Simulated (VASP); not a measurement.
# CaBr (P-6m2) in VASP: a series of runs

CaBr is run at these levels: PBE; tasks: single point.

All numbers are computed with VASP 6.6.1; they aren't measurements. Logs are shortened: lines on timing, memory, paths and dates and some standing lists are left out, and cuts for length are marked.

### 1 The cell of the first run

Symmetry: P-6m2, No. 187, hexagonal system. Conventional cell: a = 3.367 Å, b = 3.367 Å, c = 3.772 Å, α = 90.00°, β = 90.00°, γ = 120.00°. Br (site symmetry -6m2) has 6 Ca at 2.71 Å and 6 Br at 3.37 Å within 3.6 Å. Ca (site symmetry -6m2) has 6 Br at 2.71 Å and 6 Ca at 3.37 Å within 3.6 Å.

### 2 Single point, PBE

INCAR

```
ALGO = Normal
EDIFF = 1E-7
ENCUT = 520
GGA = PE
ISIF = 2
ISMEAR = -1
LASPH = T
LCHARG = F
LREAL = F
LWAVE = F
NBANDS = 16
NELM = 60
PREC = Accurate
SIGMA = 0.05
```

KPOINTS

```
k-points
0
Gamma
  8 8 6
```

POSCAR

```
CaBr
1.0
    3.3674956120      0.0000000000      0.0000000000
   -1.6837478060      2.9163367471      0.0000000000
    0.0000000000      0.0000000000      3.7724655262
Br Ca
1 1
Direct
    0.3333333333      0.6666666667      0.5000000000
    0.0000000000      0.0000000000      0.0000000000
```

Potentials or basis: VASP PAW PBE potentials, release 64 (Br, Ca_sv).

Run with:

```console
> cat potpaw_PBE.64/Br/POTCAR potpaw_PBE.64/Ca_sv/POTCAR > POTCAR
> mpirun -np 1 vasp_std > vasp.out
```

OUTCAR:

```text
EDIFF = 1E-7
   ENCUT = 520
   GGA = PE
   ISIF = 2
   ISMEAR = -1
   LASPH = T
   LREAL = F
   NELM = 60
   PREC = Accurate

 ion  position               nearest neighbor table
   1  0.333  0.667  0.500-   2 2.71   2 2.71   2 2.71   2 2.71   2 2.71   2 2.71
   2  0.000  0.000  0.000-   1 2.71   1 2.71   1 2.71   1 2.71   1 2.71   1 2.71

  LATTYP: Found a hexagonal cell.
 ALAT       =     3.3674956120
 C/A-ratio  =     1.1202584831

  Lattice vectors:

 A1 = (   3.3674956120,   0.0000000000,   0.0000000000)
 A2 = (  -1.6837478060,   2.9163367471,   0.0000000000)
 A3 = (   0.0000000000,   0.0000000000,   3.7724655262)

Analysis of symmetry for initial positions (statically):
=====================================================================
 Subroutine PRICEL returns:
 Original cell was already a primitive cell.

 Routine SETGRP: Setting up the symmetry group for a
 hexagonal supercell.

 Subroutine GETGRP returns: Found 12 space group operations
 (whereof 12 operations were pure point group operations)
 out of a pool of 24 trial point group operations.

The static configuration has the point symmetry D_3h.

Analysis of symmetry for dynamics (positions and initial velocities):
=====================================================================
 Subroutine PRICEL returns:
 Original cell was already a primitive cell.

 Routine SETGRP: Setting up the symmetry group for a
 hexagonal supercell.

 Subroutine GETGRP returns: Found 12 space group operations
 (whereof 12 operations were pure point group operations)
 out of a pool of 24 trial point group operations.

The dynamic configuration has the point symmetry D_3h.

 Subroutine INISYM returns: Found 12 space group operations
 (whereof 12 operations are pure point group operations),
 and found     1 'primitive' translations

----------------------------------------------------------------------------------------

                                     Primitive cell

  volume of cell :      37.0484

  direct lattice vectors                    reciprocal lattice vectors
     3.367495612  0.000000000  0.000000000     0.296956586  0.171447965  0.000000000
    -1.683747806  2.916336747  0.000000000     0.000000000  0.342895930  0.000000000
     0.000000000  0.000000000  3.772465526     0.000000000  0.000000000  0.265078632

  length of vectors
     3.367495612  3.367495612  3.772465526     0.342895930  0.342895930  0.265078632

  position of ions in fractional coordinates (direct lattice)
     0.333333333  0.666666667  0.500000000
     0.000000000  0.000000000  0.000000000

  ion indices of the primitive-cell ions
   primitive index   ion index
                 1           1
                 2           2

----------------------------------------------------------------------------------------

 KPOINTS: k-points

Automatic generation of k-mesh.
 Grid dimensions read from file:
 generate k-points for:    8    8    6

 Generating k-lattice:

  Cartesian coordinates                     Fractional coordinates (reciprocal lattice)
     0.037119573  0.021430996  0.000000000     0.125000000 -0.000000000  0.000000000
     0.000000000  0.042861991  0.000000000     0.000000000  0.125000000  0.000000000
     0.000000000  0.000000000  0.044179772     0.000000000  0.000000000  0.166666667

  Length of vectors
     0.042861991  0.042861991  0.044179772

  Shift w.r.t. Gamma in fractional coordinates (k-lattice)
     0.000000000  0.000000000  0.000000000

 Subroutine IBZKPT returns following result:
 ===========================================

 Found     40 irreducible k-points:

 Following reciprocal coordinates:
            Coordinates               Weight
  0.000000  0.000000  0.000000      1.000000
  0.125000 -0.000000  0.000000      6.000000
  0.250000 -0.000000  0.000000      6.000000
  0.375000  0.000000  0.000000      6.000000
  0.500000 -0.000000  0.000000      3.000000
  0.125000  0.125000  0.000000      6.000000
[... 16 lines left out ...]
  0.250000 -0.000000  0.333333     12.000000
  0.375000  0.000000  0.333333     12.000000
 [... further k-points ...]
   k-points           NKPTS =     40   k-points in BZ     NKDIM =     40   number of bands    NBANDS=     16
   number of dos      NEDOS =    301   number of ions     NIONS =      2
   total plane-waves  NPLWV =  21952
   dimension x,y,z NGX =    28 NGY =   28 NGZ =   28
   dimension x,y,z NGXF=    56 NGYF=   56 NGZF=   56
   ions per type =               1   1
   NGX,Y,Z   is equivalent  to a cutoff of  13.82, 13.82, 12.34 a.u.
   NGXF,Y,Z  is equivalent  to a cutoff of  27.65, 27.65, 24.68 a.u.
 SYSTEM =  unknown system
   PREC   = accura    normal or accurate (medium, high low for compatibility)
   ISTART =      0    job   : 0-new  1-cont  2-samecut
   ICHARG =      2    charge: 1-file 2-atom 10-const
   ISPIN  =      1    spin polarized calculation?
   LNONCOLLINEAR =      F non collinear calculations
   LSORBIT =      F    spin-orbit coupling
   LASPH  =      T    aspherical Exc in radial PAW
   ENCUT  =  520.0 eV  38.22 Ry    6.18 a.u.   6.26  6.26  7.01*2*pi/ulx,y,z
   NELM   =     60;   NELMIN=  2; NELMDL= -5     # of ELM steps
   EDIFF  = 0.1E-06   stopping-criterion for ELM
   LREAL  =      F    real-space projection
   EDIFFG = 0.1E-05   stopping-criterion for IOM
   NSW    =      0    number of steps for IOM
   IBRION =     -1    ionic relax: 0-MD 1-quasi-New 2-CG
   NFREE  =      0    steps in history (QN), initial steepest desc. (CG)
   ISIF   =      2    stress and relaxation
   ISYM   =      2    0-nonsym 1-usesym 2-fastsym
   POTIM  = 0.5000    time-step for ionic-motion
   TEBEG  =    0.0;   TEEND  =   0.0 temperature during run
   PSTRESS=    0.0 pullay stress
   NELECT =      17.0000    total number of electrons
   NUPDOWN=      -1.0000    fix difference up-down
   EMIN   =  10.00;   EMAX   =-10.00  energy-range for DOS
   EFERMI =   0.00;   METHOD = LEGACY
   ISMEAR =    -1;   SIGMA  =   0.05  broadening in eV -4-tet -1-fermi 0-gaus
   EFERMI_NEDOS =   21; number of points for ismear=-14 and -15
   IALGO  =     38    algorithm
   IMIX   =      4    mixing-type and parameters
     AMIX     =   0.40;   BMIX     =  1.00
     AMIX_MAG =   1.60;   BMIX_MAG =  1.00
  volume/ion in A,a.u.               =      18.52       125.01
  Fermi-wavevector in a.u.,A,eV,Ry     =   1.262703  2.386162 21.693379  1.594418
  Thomas-Fermi vector in A             =   2.396097
   LORBIT       =      0    0 simple, 1 ext, 2 COOP (PROOUT), +10 PAW based schemes
   GGA     = PE    functional components
   LHFCALC =     F    Hartree Fock is set to
   AEXX    =    0.0000 exact exchange contribution
   IVDW    =     0    specifies the selected vdW correction
   LEPSILON=     F    determine dielectric tensor
   LRPA    =     F    only Hartree local field effects (RPA)
 non-spin polarized calculation
  energy-cutoff  :      520.00
  volume of cell :       37.05
 maximum number of plane-waves:      1022
 NGX is ok and might be reduce to    28
   NGX = 13   NGY = 13   NGZ = 15

 number of electron      16.9999999 magnetization

 Free energy of the ion-electron system (eV)
  ---------------------------------------------------
  ext. energy  EPLUGINS =         0.00000000
  ---------------------------------------------------
  free energy    TOTEN  =        -4.74416716 eV

  energy without entropy =       -4.72583913  energy(sigma->0) =       -4.73500315

 E-fermi :   8.0123     XC(G=0): -10.7879

 val. band max:        7.9971083394   @ k =   0.3750   0.1250   0.3333
 cond. band min:       8.1031021990   @ k =   0.2500   0.1250   0.1667
 fundamental gap:      0.1059938596
 Fermi energy:         8.0122803154

 k-point     1 :       0.0000    0.0000    0.0000
  band No.  band energies     occupation
      1     -33.0903      2.00000
      2     -14.3263      2.00000
      3     -13.9862      2.00000
      4     -13.9862      2.00000
      5     -11.0488      2.00000
      6       2.1414      2.00000
[... 8 lines left out ...]
     15      15.6010      0.00000
     16      16.1218      0.00000

 k-point     2 :       0.1250   -0.0000    0.0000
  band No.  band energies     occupation
      1     -33.0785      2.00000
      2     -14.3054      2.00000
      3     -14.1338      2.00000
      4     -14.0069      2.00000
      5     -10.8383      2.00000
      6       2.0722      2.00000
[... 8 lines left out ...]
     15      15.0825      0.00000
     16      16.7684      0.00000

 k-point     3 :       0.2500   -0.0000    0.0000
  band No.  band energies     occupation
      1     -33.0498      2.00000
      2     -14.4433      2.00000
      3     -14.2543      2.00000
      4     -14.0565      2.00000
      5     -10.3506      2.00000
      6       1.0772      2.00000
[... 8 lines left out ...]
     15      15.5384      0.00000
     16      17.0577      0.00000

 k-point     4 :       0.3750    0.0000    0.0000
  band No.  band energies     occupation
      1     -33.0209      2.00000
      2     -14.7101      2.00000
      3     -14.2027      2.00000
      4     -14.1055      2.00000
      5      -9.8578      2.00000
      6      -0.1953      2.00000
[... 8 lines left out ...]
     15      15.9999      0.00000
     16      17.2384      0.00000

 k-point     5 :       0.5000   -0.0000    0.0000
  band No.  band energies     occupation
      1     -33.0088      2.00000
      2     -14.8120      2.00000
      3     -14.1811      2.00000
      4     -14.1256      2.00000
      5      -9.6440      2.00000
      6      -0.6819      2.00000
[... 8 lines left out ...]
     15      15.0487      0.00000
     16      17.5765      0.00000

 k-point     6 :       0.1250    0.1250    0.0000
  band No.  band energies     occupation
      1     -33.0582      2.00000
      2     -14.3458      2.00000
      3     -14.2694      2.00000
      4     -14.0556      2.00000
      5     -10.4918      2.00000
      6       1.5808      2.00000
[... 8 lines left out ...]
     15      15.1081      0.00000
     16      17.1335      0.00000

 k-point     7 :       0.2500    0.1250    0.0000
  band No.  band energies     occupation
      1     -33.0294      2.00000
      2     -14.5981      2.00000
      3     -14.2179      2.00000
      4     -14.1340      2.00000
      5     -10.0034      2.00000
      6       0.3688      2.00000
[... 8 lines left out ...]
     15      15.9425      0.00000
     16      16.8358      0.00000

 k-point     8 :       0.3750    0.1250    0.0000
  band No.  band energies     occupation
      1     -33.0089      2.00000
      2     -14.7570      2.00000
      3     -14.1905      2.00000
      4     -14.1812      2.00000
      5      -9.6438      2.00000
      6      -0.4074      2.00000
[... 8 lines left out ...]
     15      15.7656      0.00000
     16      17.2235      0.00000

 k-point     9 :       0.2500    0.2500    0.0000
  band No.  band energies     occupation
      1     -33.0089      2.00000
      2     -14.6857      2.00000
      3     -14.2715      2.00000
      4     -14.1813      2.00000
      5      -9.6435      2.00000
      6      -0.0030      2.00000
[... 8 lines left out ...]
     15      16.7062      0.00000
     16      16.7133      0.00000
[... 172 lines left out ...]
 k-point    19 :       0.2500    0.2500    0.1667
  band No.  band energies     occupation
      1     -33.0057      2.00000
      2     -14.6379      2.00000
      3     -14.2620      2.00000
      4     -14.2417      2.00000
      5      -9.7006      2.00000
      6       0.1304      2.00000
[... 8 lines left out ...]
     15      15.2655      0.00000
     16      17.1671      0.00000

 k-point    20 :       0.3750    0.2500    0.1667
  band No.  band energies     occupation
      1     -32.9973      2.00000
      2     -14.6467      2.00000
      3     -14.3328      2.00000
      4     -14.2228      2.00000
      5      -9.5874      2.00000
      6       0.0805      2.00000
[... 8 lines left out ...]
     15      16.1879      0.00000
     16      16.9453      0.00000

 k-point    21 :       0.0000    0.0000    0.3333
  band No.  band energies     occupation
      1     -33.0771      2.00000
      2     -14.8747      2.00000
      3     -13.9707      2.00000
      4     -13.9707      2.00000
      5     -10.1084      2.00000
      6      -0.0401      2.00000
[... 8 lines left out ...]
     15      15.8660      0.00000
     16      17.9520      0.00000

 k-point    22 :       0.1250   -0.0000    0.3333
  band No.  band energies     occupation
      1     -33.0658      2.00000
      2     -14.8114      2.00000
      3     -14.0714      2.00000
      4     -13.9900      2.00000
      5     -10.0673      2.00000
      6       0.1287      2.00000
[... 8 lines left out ...]
     15      15.5524      0.00000
     16      17.2047      0.00000

 k-point    23 :       0.2500   -0.0000    0.3333
  band No.  band energies     occupation
      1     -33.0384      2.00000
      2     -14.6585      2.00000
      3     -14.2979      2.00000
      4     -14.0361      2.00000
      5      -9.9714      2.00000
      6       0.4829      2.00000
[... 8 lines left out ...]
     15      15.2881      0.00000
     16      17.3083      0.00000

 k-point    24 :       0.3750    0.0000    0.3333
  band No.  band energies     occupation
      1     -33.0107      2.00000
      2     -14.5835      2.00000
      3     -14.4251      2.00000
      4     -14.0818      2.00000
      5      -9.8764      2.00000
      6       0.1658      2.00000
[... 8 lines left out ...]
     15      15.1648      0.00000
     16      17.4765      0.00000

 [... further k-points ...]

------------------------ aborting loop because EDIFF is reached ----------------------------------------

  FORCE on cell =-STRESS in cart. coord.  units (eV):
  Direction    XX          YY          ZZ          XY          YZ          ZX
  --------------------------------------------------------------------------------------
  -------------------------------------------------------------------------------------
  Total        7.0198232      7.0198232      7.0747480      0.0000000      0.0000000      0.0000000
  in kB      303.5755351    303.5755351    305.9507841      0.0000000      0.0000000      0.0000000
  external PRESSURE =     304.3672847 kB  Pullay stress =       0.0000000 kB

 VOLUME and BASIS-vectors are now :
 -----------------------------------------------------------------------------
  energy-cutoff  :      520.00
  volume of cell :       37.05
      direct lattice vectors                 reciprocal lattice vectors
     3.367495612  0.000000000  0.000000000     0.296956586  0.171447965  0.000000000
    -1.683747806  2.916336747  0.000000000     0.000000000  0.342895930  0.000000000
     0.000000000  0.000000000  3.772465526     0.000000000  0.000000000  0.265078632

 POSITION                                       TOTAL-FORCE (eV/Angst)
 -----------------------------------------------------------------------------------
     -0.00000      1.94422      1.88623        -0.000000      0.000000      0.000000
      0.00000      0.00000      0.00000         0.000000      0.000000      0.000000
 -----------------------------------------------------------------------------------
    total drift:                                0.000000     -0.000000     -0.000000

  FREE ENERGIE OF THE ION-ELECTRON SYSTEM (eV)
  ---------------------------------------------------
  free  energy   TOTEN  =        -4.7441671594 eV

  energy  without entropy=       -4.7258391341  energy(sigma->0) =       -4.73500315
```

Run time: 11 s. Hardware: 1 thread of Intel Xeon 6975P-C (Granite Rapids), shared host; peak memory 0.16 GiB.

Results:

```yaml
Free_energy: -4.7442 eV
Pressure: 30.4 GPa
Band_gap_on_the_k_mesh: zero (an odd number of electrons rules out a gap without spin polarisation)
```

Stress tensor (GPa, compression positive):
```
30.36  0.00  0.00
 0.00 30.36  0.00
 0.00  0.00 30.60
```

Caveat: the cell stands under pressure; an odd number of electrons without spin polarisation forces a metal; a magnetic or distorted state may lie lower.

### 3 Single point, PBE

This run uses another cell than the first one, of 20.13 Å³/atom.

INCAR

```
SYSTEM = CaBr
PREC = Accurate
ENCUT = 520
EDIFF = 1E-6
ISMEAR = -1
SIGMA = 0.05
LREAL = .False.
LASPH = .True.
NELM = 100
ALGO = Normal
ISIF = 2
LWAVE = .False.
LCHARG = .True.
GGA = PE
LELF = .True.
LVHAR = .True.
NBANDS = 16
```

KPOINTS

```
regular mesh
0
Gamma
  8 8 6
  0 0 0
```

POSCAR

```
CaBr
1.0
    3.4714206940      0.0000000000      0.0000000000
   -1.7357103470      3.0063385082      0.0000000000
    0.0000000000      0.0000000000      3.8574243971
Br Ca
1 1
Direct
    0.3333333333      0.6666666667      0.5000000000
    0.0000000000      0.0000000000      0.0000000000
```

Potentials or basis: VASP PAW PBE potentials, release 64 (Br, Ca_sv).

Run with:

```console
> cat potpaw_PBE.64/Br/POTCAR potpaw_PBE.64/Ca_sv/POTCAR > POTCAR
> mpirun -np 1 vasp_std > vasp.out
```

Run time: 13 s. Hardware: 1 thread of Intel Xeon 6975P-C (Granite Rapids), shared host; peak memory 0.17 GiB.

It converged, with:

- Free energy: -5.2464 eV
- Pressure: 20.3 GPa
- Band gap on the k mesh: zero (an odd number of electrons rules out a gap without spin polarisation)

Stress tensor (GPa, compression positive):
```
20.25  0.00  0.00
 0.00 20.25  0.00
 0.00  0.00 20.41
```

Levels at points of the mesh, in eV from the Fermi level:
| k point | band 6 | band 7 | band 8 | band 9 | band 10 | band 11 | band 12 | band 13 |
| --- | --- | --- | --- | --- | --- | --- | --- | --- |
| (0.00, 0.00, 0.00) | -5.91 | -4.62 | -4.62 | -1.60 | 1.33 | 3.17 | 3.17 | 3.73 |
| (0.50, 0.00, 0.00) | -8.38 | -6.18 | -5.14 | -0.73 | 2.57 | 2.83 | 3.15 | 4.45 |
| (0.00, 0.00, 0.50) | -8.39 | -4.49 | -4.49 | 1.89 | 1.89 | 1.89 | 3.09 | 3.09 |
| (0.50, 0.00, 0.50) | -7.73 | -7.03 | -5.62 | -0.32 | 2.42 | 3.85 | 4.97 | 5.33 |

Caveat: the cell stands under pressure; an odd number of electrons without spin polarisation forces a metal; a magnetic or distorted state may lie lower.
